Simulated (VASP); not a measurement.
Write the native input for VASP 6.6.1 that does the following.

- Task: single point
- Functional: r2SCAN
- Potentials or basis: VASP PAW PBE potentials, release 64 (Ag)
- Cutoff: 520 eV
- k mesh: 13 × 13 × 13
- Occupations: methfessel-paxton, width 0.1 eV
- Spin: no spin polarisation
- Dipole correction: no
- Further INCAR settings: ALGO = Normal; EDIFF = 1e-06; NBANDS = 12

Crystal: Ag.

```
Ag
1.0
     0.00000    2.05190    2.05190
     2.05190    0.00000    2.05190
     2.05190    2.05190    0.00000
Ag
1
Direct
  0.00000 0.00000 0.00000
```

One way to write it, as run:

POSCAR

```
Ag
1.0
    0.0000000000      2.0519023311      2.0519023311
    2.0519023311      0.0000000000      2.0519023311
    2.0519023311      2.0519023311      0.0000000000
Ag
1
Direct
    0.0000000000      0.0000000000      0.0000000000
```

INCAR.step1

```
SYSTEM = Ag
PREC = Accurate
ENCUT = 520
ISMEAR = 1
SIGMA = 0.1
LREAL = .False.
LASPH = .True.
NELM = 60
NBANDS = 12
GGA = PE
ALGO = Normal
EDIFF = 1E-4
LWAVE = .True.
LCHARG = .False.
```

INCAR.step2

```
SYSTEM = Ag
PREC = Accurate
ENCUT = 520
EDIFF = 1E-6
ISMEAR = 1
SIGMA = 0.1
LREAL = .False.
LASPH = .True.
NELM = 60
ALGO = Normal
ISIF = 2
LWAVE = .False.
LCHARG = .False.
METAGGA = R2SCAN
LMIXTAU = .True.
NBANDS = 12
ISTART = 1
```

KPOINTS

```
regular mesh
0
Gamma
  13 13 13
  0 0 0
```

Potentials or basis: VASP PAW PBE potentials, release 64 (Ag).

Launch:

```bash
$ cat potpaw_PBE.64/Ag/POTCAR > POTCAR
$ cp INCAR.step1 INCAR
$ mpirun -np 1 vasp_std > vasp.out
$ cp INCAR.step2 INCAR
$ mpirun -np 1 vasp_std > vasp.out
```

Results of the run:

```
Pressure : -0.1 GPa
```

Caveat: the PAW data sets were made with another functional, which shifts forces and pressure a little.

It took 2.5 min on 1 thread of AMD EPYC 7571, with other jobs on the host, peak memory 0.12 GiB.
